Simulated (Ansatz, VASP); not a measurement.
## Gd: VASP beside Ansatz

```
CELL_PARAMETERS angstrom
3.26020 0.00000 0.00000
0.00000 3.26020 0.00000
0.00000 0.00000 3.26020
ATOMIC_POSITIONS crystal
Gd 0.00000 0.00000 0.00000
```

Alike in both runs: functional PBE; k mesh 10 × 10 × 10; occupations fermi-dirac, width 0.05 eV; collinear spin.

Ansatz relaxed the structure, and its values are those at the end. VASP's run is a single point on that final structure, the one shown.

|  | VASP | Ansatz |
| --- | --- | --- |
| version | VASP 6.6.1 | Ansatz 0.2.0 |
| potentials or method | VASP PAW PBE potentials, release 64 (Gd) | PAW with Ansatz's default frozen-core files, scalar-relativistic |
| plane-wave cutoff (eV) | 600 | 420 |
| valence electrons in the cell | 18 | 18 |

```tsv
	VASP	Ansatz	Ansatz less VASP
pressure (GPa)	0.0	0.0	+0.07
net moment per atom (μB)	7.88	7.87	-0.007
size of the moment on the site where the two differ most (μB)	7.15	7.49	+0.338
```

Site moments also hang on the region over which each program counts them.

Spin-orbit coupling is off throughout.
